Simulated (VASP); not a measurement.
# Mo (Im-3m) in VASP: settings compared, part 2 of 2

VASP 6.6.1.

### 3 Single point, BLYP+D4

This run uses another cell than the first one, of 15.67 Å³/atom, 0.986 times its volume.

File INCAR:

```
AGGAC = 1.0
AGGAX = 1.0
ALDAC = 0.0
ALDAX = 1.0
ALGO = Normal
EDIFF = 1E-6
ENCUT = 520
GGA = B5
ISIF = 2
ISMEAR = -1
IVDW = 13
LASPH = True
LCHARG = True
LELF = True
LREAL = False
LVHAR = True
LWAVE = False
NBANDS = 13
NELM = 100
PREC = Accurate
SIGMA = 0.05
VDW_A1 = 0.44488865
VDW_A2 = 4.0933009
VDW_S6 = 1.0
VDW_S8 = 2.34076671
```

File KPOINTS:

```
k-points
0
Gamma
  12 12 12
```

File POSCAR:

```
Mo
1.0
   -1.5764181225      1.5764181225      1.5764181225
    1.5764181225     -1.5764181225      1.5764181225
    1.5764181225      1.5764181225     -1.5764181225
Mo
1
Direct
    0.0000000000      0.0000000000      0.0000000000
```

Potentials or basis: VASP PAW PBE potentials, release 64 (Mo_sv).

Launch:

```
$ cat potpaw_PBE.64/Mo_sv/POTCAR > POTCAR
$ mpirun -np 1 vasp_std > vasp.out
```

OUTCAR:

```text
EDIFF = 1E-6
   ENCUT = 520
   GGA = B5
   ISIF = 2
   ISMEAR = -1
   IVDW = 13
   LASPH = True
   LREAL = False
   NELM = 100
   PREC = Accurate

 ion  position               nearest neighbor table
   1  0.000  0.000  0.000-

  LATTYP: Found a body centered cubic cell.
 ALAT       =     3.1528362450

  Lattice vectors:

 A1 = (  -1.5764181225,   1.5764181225,   1.5764181225)
 A2 = (   1.5764181225,  -1.5764181225,   1.5764181225)
 A3 = (   1.5764181225,   1.5764181225,  -1.5764181225)

[... 563 lines left out ...]

------------------------ aborting loop because EDIFF is reached ----------------------------------------

  DFT-D4 for vdW energy calculation

  Edisp (eV):   -1.16018

  FORCE on cell =-STRESS in cart. coord.  units (eV):
  Direction    XX          YY          ZZ          XY          YZ          ZX
  --------------------------------------------------------------------------------------
  -------------------------------------------------------------------------------------
  Total       0.10486     0.10486     0.10486     0.00000     0.00000    -0.00000
  in kB      10.72162    10.72162    10.72162     0.00000     0.00000    -0.00000
  external pressure =       10.72 kB  Pullay stress =        0.00 kB

 VOLUME and BASIS-vectors are now :
 -----------------------------------------------------------------------------
  energy-cutoff  :      520.00
  volume of cell :       15.67
      direct lattice vectors                 reciprocal lattice vectors
    -1.576418123  1.576418123  1.576418123     0.000000000  0.317174735  0.317174735
     1.576418123 -1.576418123  1.576418123     0.317174735  0.000000000  0.317174735
     1.576418123  1.576418123 -1.576418123     0.317174735  0.317174735  0.000000000

 POSITION                                       TOTAL-FORCE (eV/Angst)
 -----------------------------------------------------------------------------------
      0.00000      0.00000      0.00000        -0.000000      0.000000      0.000000
 -----------------------------------------------------------------------------------
    total drift:                                0.000000      0.000000      0.000000

  FREE ENERGIE OF THE ION-ELECTRON SYSTEM (eV)
  ---------------------------------------------------
  free  energy   TOTEN  =       -10.6401622183 eV

  energy  without entropy=      -10.6377700872  energy(sigma->0) =      -10.63896615
```

OSZICAR:

```text
N       E                     dE             d eps       ncg     rms          rms(c)
DAV:   1     0.972027782453E+02    0.97203E+02   -0.81469E+03  1904   0.111E+03
DAV:   2    -0.884221661774E+01   -0.10604E+03   -0.10168E+03  2192   0.316E+02
DAV:   3    -0.100299691515E+02   -0.11878E+01   -0.11849E+01  2082   0.334E+01
DAV:   4    -0.100326933868E+02   -0.27242E-02   -0.27242E-02  2087   0.195E+00
DAV:   5    -0.100327115014E+02   -0.18115E-04   -0.18116E-04  2122   0.140E-01    0.136E+01
DAV:   6    -0.954750963589E+01    0.48520E+00   -0.60984E-01  1932   0.951E+00    0.387E+00
DAV:   7    -0.948209360856E+01    0.65416E-01   -0.12609E-01  2047   0.413E+00    0.856E-01
DAV:   8    -0.947983649421E+01    0.22571E-02   -0.47591E-03  1952   0.847E-01    0.175E-01
DAV:   9    -0.947996538122E+01   -0.12889E-03   -0.10963E-04  2185   0.120E-01    0.845E-02
DAV:  10    -0.947998476120E+01   -0.19380E-04   -0.33294E-05  1917   0.645E-02    0.809E-03
DAV:  11    -0.947998497491E+01   -0.21372E-06   -0.12209E-07  1291   0.425E-03
   1 F= -.10640162E+02 E0= -.10638966E+02  d E =-.239213E-02
```

Wall time 25 s (1 thread of Intel Xeon Platinum 8259CL at 2.50GHz (Skylake/Cascade Lake), shared host); peak memory 0.13 GiB.

Results:

| Item | Value |
| --- | --- |
| Free energy | -10.6402 eV |
| Pressure | 1.1 GPa |
| Band gap on the k mesh | zero (band 7 reaches 16.98 eV, above the bottom of band 8 at 11.67 eV) |
| Dispersion energy per atom | -1.160 eV |

Caveat: the PAW data sets were made with another functional, which shifts forces and pressure a little; pairwise dispersion overbinds metals, which lowers pressure and volume.

### 4 Single point, PBE

File INCAR:

```
PREC = Accurate
ENCUT = 520
EDIFF = 1E-6
ISMEAR = 0
SIGMA = 0.027000000000000003
LREAL = False
LASPH = True
NELM = 100
ALGO = Normal
ISIF = 2
LWAVE = False
LCHARG = False
GGA = PE
NBANDS = 13
```

File KPOINTS:

```
regular mesh
0
Gamma
  12 12 12
```

File POSCAR:

```
Mo
1.0
   -1.5838089719      1.5838089719      1.5838089719
    1.5838089719     -1.5838089719      1.5838089719
    1.5838089719      1.5838089719     -1.5838089719
Mo
1
Direct
    0.0000000000      0.0000000000      0.0000000000
```

Launch:

```
$ cat potpaw_PBE.64/Mo_sv/POTCAR > POTCAR
$ mpirun -np 1 vasp_std > vasp.out
```

It took 15 s on 1 thread of Intel Xeon Platinum 8259CL at 2.50GHz (Skylake/Cascade Lake), shared host; peak memory 0.13 GiB.

It converged, with:

```
Free energy            : -10.9498 eV
Pressure               : -1.4 GPa
Band gap on the k mesh : zero (band 7 reaches 16.22 eV, above the bottom of band 8 at 11.00 eV)
```

Levels at points of the mesh, in eV from the Fermi level:
```csv
k point,band 4,band 5,band 6,band 7,band 8,band 9,band 10,band 11
"(0.00, 0.00, 0.00)",-34.53,-7.13,-1.28,-1.28,-1.28,1.68,1.68,14.86
"(0.50, 0.00, 0.00)",-34.54,-5.17,-3.27,1.62,1.70,2.32,4.68,11.45
"(0.50, 0.50, 0.50)",-35.45,-5.26,-5.26,3.94,3.94,3.94,8.99,8.99
```

### 5 Relaxation of cell and atoms, BLYP+D4

File INCAR:

```
AGGAC = 1.0 ; AGGAX = 1.0
ALDAC = 0.0 ; ALDAX = 1.0
ALGO = Normal ; EDIFF = 1E-6
EDIFFG = -0.01 ; ENCUT = 600
GGA = B5 ; IBRION = 2
ISIF = 3 ; ISMEAR = -1
IVDW = 13 ; LASPH = T
LCHARG = F ; LREAL = F
LWAVE = F ; NELM = 60
NSW = 60 ; PREC = Accurate
SIGMA = 0.05 ; VDW_A1 = 0.44488865
VDW_A2 = 4.0933009 ; VDW_S6 = 1.0
VDW_S8 = 2.34076671
```

File KPOINTS:

```
k-points
0
Gamma
  12 12 12
```

POSCAR is that of step 4.

Launch:

```
$ cat potpaw_PBE.64/Mo_sv/POTCAR > POTCAR
$ mpirun -np 1 vasp_std > vasp.out
```

It took 57 s on 1 thread of Intel Xeon Platinum 8259CL at 2.50GHz (Skylake/Cascade Lake), shared host; peak memory 0.16 GiB.

The run converged. Its results:

```yaml
Free_energy: -10.6397 eV
Relaxed_volume: 15.73 Å³/atom
Relaxed_cell: a = 2.734 Å, b = 2.734 Å, c = 2.734 Å, α = 109.47°, β = 109.47°, γ = 109.47°
Space_group_after_relaxing_to_0.05_Å: Im-3m (No. 229)
Energy_gained_by_relaxing: 1.3 meV/atom
Ionic_steps: 3
Pressure_after_relaxing: 0.0 GPa
Band_gap_on_the_k_mesh: zero (band 7 reaches 16.89 eV, above the bottom of band 8 at 11.62 eV)
Dispersion_energy_per_atom: -1.156 eV
```

Step by step:
```csv
step,energy change (eV),largest force (eV/Å),pressure (GPa),volume (Å³)
1,0.0000,0.0000,-2.61,15.89
2,0.0086,0.0000,7.64,15.30
3,-0.0013,0.0000,-0.03,15.73
```

Final structure:
```xyz
1
Lattice="-1.5785 1.5785 1.5785 1.5785 -1.5785 1.5785 1.5785 1.5785 -1.5785" Properties=species:S:1:pos:R:3 pbc="T T T"
Mo    0.0000    0.0000    0.0000
```

Levels at points of the mesh, in eV from the Fermi level:
```csv
k point,band 5,band 6,band 7,band 8,band 9,band 10
"(0.00, 0.00, 0.00)",-6.96,-1.37,-1.37,-1.37,1.66,1.66
"(0.50, 0.00, 0.00)",-5.17,-3.36,1.66,1.91,2.28,4.65
"(0.50, 0.50, 0.50)",-5.28,-5.28,3.90,3.90,3.90,9.23
```

Caveat: the PAW data sets were made with another functional, which shifts forces and pressure a little; pairwise dispersion overbinds metals, which lowers pressure and volume.

### 6 Single point, PBE

File INCAR:

```
PREC = Accurate ; ENCUT = 520
EDIFF = 1E-7 ; ISMEAR = -1
SIGMA = 0.04 ; LREAL = False
LASPH = True ; NELM = 80
ALGO = Normal ; ISIF = 2
LWAVE = False ; LCHARG = True
GGA = PE ; LELF = True
LVHAR = True ; NBANDS = 13
```

File KPOINTS:

```
regular mesh
0
Gamma
  8 8 8
```

POSCAR is that of step 5.

Potentials or basis: VASP PAW PBE potentials, release 64 (Mo_sv).

Launch:

```
$ cat potpaw_PBE.64/Mo_sv/POTCAR > POTCAR
$ mpirun -np 1 vasp_std > vasp.out
```

Wall time 7.5 s (1 thread of Intel Xeon Platinum 8259CL at 2.50GHz (Skylake/Cascade Lake), shared host); peak memory 0.12 GiB.

Results (log left out):

| Item | Value |
| --- | --- |
| Free energy | -10.9154 eV |
| Pressure | -0.6 GPa |
| Band gap on the k mesh | zero (band 7 reaches 16.21 eV, above the bottom of band 8 at 10.99 eV) |

Levels at points of the mesh, in eV from the Fermi level:
| k point | band 3 | band 4 | band 5 | band 6 | band 7 | band 8 | band 9 | band 10 | band 11 | band 12 |
| --- | --- | --- | --- | --- | --- | --- | --- | --- | --- | --- |
| (0.00, 0.00, 0.00) | -34.47 | -34.47 | -7.06 | -1.21 | -1.21 | -1.21 | 1.75 | 1.75 | 14.93 | 14.93 |
| (0.50, 0.00, 0.00) | -34.89 | -34.48 | -5.10 | -3.21 | 1.69 | 1.77 | 2.38 | 4.74 | 11.51 | 12.05 |
| (0.50, 0.50, 0.50) | -35.39 | -35.39 | -5.19 | -5.19 | 4.00 | 4.00 | 4.00 | 9.06 | 9.06 | 9.06 |

### 7 The runs side by side

```csv
task,level,cell,k mesh,cutoff (eV),smearing,gap on the mesh (eV),pressure (GPa)
single point,PBE,"a = 2.743 Å, angles 109.5°, 1 atom",12 × 12 × 12,520,gaussian 0.1 eV,none,-1.4
single point,BLYP+D4,"a = 2.730 Å, angles 109.5°, 1 atom",12 × 12 × 12,520,fermi-dirac 0.05 eV,none,1.1
single point,PBE,"a = 2.743 Å, angles 109.5°, 1 atom",12 × 12 × 12,520,gaussian 0.027 eV,none,-1.4
relaxation of cell and atoms,BLYP+D4,"relaxed from a = 2.743 Å, angles 109.5°, 1 atom",12 × 12 × 12,600,fermi-dirac 0.05 eV,none,0.0
single point,PBE,"a = 2.743 Å, angles 109.5°, 1 atom",8 × 8 × 8,520,fermi-dirac 0.04 eV,none,-0.6
```

Alike in all rows: potentials or basis VASP PAW PBE potentials, release 64 (Mo_sv); no spin polarisation.

Every run on the cell as given and a fine mesh finds a metal.

Caveats: the PAW data sets were made with another functional, which shifts forces and pressure a little (some runs); pairwise dispersion overbinds metals, which lowers pressure and volume (some runs).

Absolute energies hang on the potentials; compare differences alone.
